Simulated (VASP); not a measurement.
Crystal: Hg.

```
Hg
1.0
     2.77575    0.00000    0.00000
    -1.38787    2.40387    0.00000
     0.00000    0.00000    5.28929
Hg
2
Direct
  0.33333 0.66667 0.25000
  0.66667 0.33333 0.75000
```

```yaml
Program: VASP 6.6.1
Task: relaxation of cell and atoms
Functional: PBEsol
Potentials_or_basis: VASP PAW PBE potentials, release 64 (Hg_sv_GW)
Cutoff: 550 eV
k_mesh: 12 × 12 × 4
Occupations: gaussian, width 0.1 eV
Spin: no spin polarisation
```

At the start: pressure 31.0 GPa; volume 17.65 Å³/atom.

Where does the relaxation end?

Over 7 steps the energy falls by 354.3 meV/atom and the volume is 22.06 Å³/atom (+25.0 %); space group P6_3/mmc (No. 194, to 0.1 Å) before and after.

Step by step:
| step | energy change (eV) | largest force (eV/Å) | pressure (GPa) | volume (Å³) |
| --- | --- | --- | --- | --- |
| 1 | 0.0000 | 0.0000 | 31.01 | 35.29 |
| 2 | -0.4605 | 0.0000 | -4.77 | 55.68 |
| 3 | -0.7054 | 0.0000 | -0.55 | 44.75 |
| 4 | -0.7058 | 0.0000 | -0.28 | 44.55 |
| 5 | -0.7057 | 0.0000 | 0.00 | 44.35 |
| 6 | -0.7077 | 0.0000 | 0.10 | 44.24 |
| 7 | -0.7085 | 0.0000 | 0.23 | 44.11 |

Final structure:
```
CELL_PARAMETERS angstrom
3.04463 0.00000 0.00000
-1.52231 2.63672 0.00000
0.00000 0.00000 5.49520
ATOMIC_POSITIONS crystal
Hg 0.33333 0.66667 0.25000
Hg 0.66667 0.33333 0.75000
```

Caveat: the volume moved by over 15 % at a fixed basis, so the end points are rough; the PAW data sets were made with another functional, which shifts forces and pressure a little.
